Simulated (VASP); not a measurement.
A run of VASP 6.6.1 is set up as follows.

File INCAR:

```
SYSTEM = CaH8Cl2O4
  PREC = Accurate
  ENCUT = 520
  EDIFF = 1E-6
  ISMEAR = -1
  SIGMA = 0.05
  LREAL = Auto
  LASPH = .TRUE.
  NELM = 80
  ALGO = Normal
  ISIF = 2
  LWAVE = .FALSE.
  LCHARG = .FALSE.
  GGA = PE
  IVDW = 12
  NBANDS = 41
```

KPOINTS

```
Automatic mesh
0
G
  1 1 1
  0 0 0
```

Contents of POSCAR:

```
CaH8Cl2O4
1.0
    6.2299620000      0.0000000000      0.0000000000
    0.0000000000      6.2299620000      0.0000000000
    0.0000000000      0.0000000000      6.2299620000
O H Ca Cl
4 8 1 2
Direct
    0.4955567947      0.8602139146      0.2585087999
    0.7303575848     -0.0157143816      0.6935515819
    0.0678334796      0.4200346647      0.3421850727
    0.5364559206      0.6255254847      0.6662801475
    0.6444822617      0.8876779666      0.2268874192
    0.4019286153      0.9640026697      0.1850252056
    0.8359280522     -0.0588446607      0.8136807255
    0.6288641889      0.0710437720      0.7776933471
    0.0268059420      0.2769037757      0.2953629573
    0.0229856940      0.5220738104      0.2273208087
    0.6135029395      0.7898603555      0.6778372003
    0.5247865075      0.5608380918      0.8101333523
    0.4444649903      0.5218169870      0.3501144951
   -0.0065971510      0.8162650109      1.0786903676
    0.4258613455      0.2860691606      0.9837299168
```

Potentials or basis: VASP PAW PBE potentials, release 64 (O, H, Ca_sv, Cl).

Command:

```bash
$ cat potpaw_PBE.64/O/POTCAR potpaw_PBE.64/H/POTCAR potpaw_PBE.64/Ca_sv/POTCAR potpaw_PBE.64/Cl/POTCAR > POTCAR
$ mpirun -np 1 vasp_gam > vasp.out
```

What does it give for the dispersion energy per atom?

-0.055 eV.

What does it give for the largest force?

1.676 eV/Å.

Forces in eV/Å, atoms in the order of the input:
```
O   -0.803  0.046  0.218
O    0.538 -0.478  1.010
O    0.196 -0.046  0.264
O    0.658  1.490  0.394
H    0.873  0.520 -0.397
H    0.370 -0.022 -0.184
H   -0.332  0.101 -0.783
H   -0.209  0.496  0.033
H    0.072 -0.147 -0.099
H   -0.122  0.195 -0.102
H   -0.379 -1.420 -0.019
H   -0.008 -0.053 -0.316
Ca  -0.736 -0.518 -0.313
Cl  -0.281  0.017 -0.065
Cl   0.163 -0.180  0.360
```

Caveat: the k points lie up to 1.01 Å⁻¹ apart, too coarse for converged energies, forces and pressures; the atoms stand as in a frame of molecular dynamics.
